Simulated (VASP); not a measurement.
Here is a VASP 6.6.1 calculation.

Contents of INCAR:

```
  PREC = Accurate
  ENCUT = 500
  EDIFF = 1E-6
  ISMEAR = 0
  SIGMA = 0.01
  LREAL = F
  LASPH = T
  NELM = 120
  ALGO = Normal
  ISIF = 2
  LWAVE = F
  LCHARG = F
  GGA = PS
  NBANDS = 26
  GGA_COMPAT = F
```

Contents of KPOINTS:

```
Automatic mesh
0
Gamma
  6 6 4
```

File POSCAR:

```
AgI
1.0
    4.5362988468      0.0000000000      0.0000000000
   -2.2681494234      3.9285500405      0.0000000000
    0.0000000000      0.0000000000      7.4763126096
Ag I
2 2
Direct
    0.6666666667      0.3333333333      0.6275530660
    0.3333333333      0.6666666667      0.1275530660
    0.6666666667      0.3333333333      0.0024469340
    0.3333333333      0.6666666667      0.5024469340
```

Potentials or basis: VASP PAW PBE potentials, release 64 (Ag, I).

The run is started by

```bash
$ cat potpaw_PBE.64/Ag/POTCAR potpaw_PBE.64/I/POTCAR > POTCAR
$ mpirun -np 1 vasp_std > vasp.out
```

What does it give for the pressure?

0.2 GPa.

Estimate the largest force.

0.042 eV/Å.

Stress tensor (GPa, compression positive):
```
 0.37  0.00  0.00
 0.00  0.37  0.00
 0.00  0.00 -0.10
```

Caveat: the cell differs from its parent crystal (in-plane strain -0.005); the PAW data sets were made with another functional, which shifts forces and pressure a little.
